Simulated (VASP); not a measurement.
A run of VASP 6.6.1 is set up as follows.

File INCAR:

```
PREC = Accurate
ENCUT = 520
EDIFF = 1E-6
ISMEAR = 0
SIGMA = 0.02
LREAL = False
LASPH = True
NELM = 100
ALGO = Normal
ISIF = 2
LWAVE = False
LCHARG = False
GGA = PE
NBANDS = 12
```

Contents of KPOINTS:

```
regular mesh
0
Gamma
  6 6 6
```

The input POSCAR:

```
LiCl
1.0
    0.0000000000      2.5775938500      2.5647700000
    2.5775938500      0.0000000000      2.5647700000
    2.5775938500      2.5775938500      0.0000000000
Li Cl
1 1
Direct
    0.0000000000      0.0000000000      0.0000000000
    0.5000000000      0.5000000000      0.5000000000
```

Potentials or basis: VASP PAW PBE potentials, release 64 (Li_sv, Cl).

Run with:

```bash
$ cat potpaw_PBE.64/Li_sv/POTCAR potpaw_PBE.64/Cl/POTCAR > POTCAR
$ mpirun -np 1 vasp_std > vasp.out
```

Question: Estimate the band gap on the k mesh.

Answer: 6.28 eV, direct.

 Expect the measured gap to be larger: semilocal functionals such as PBE lack the derivative discontinuity.
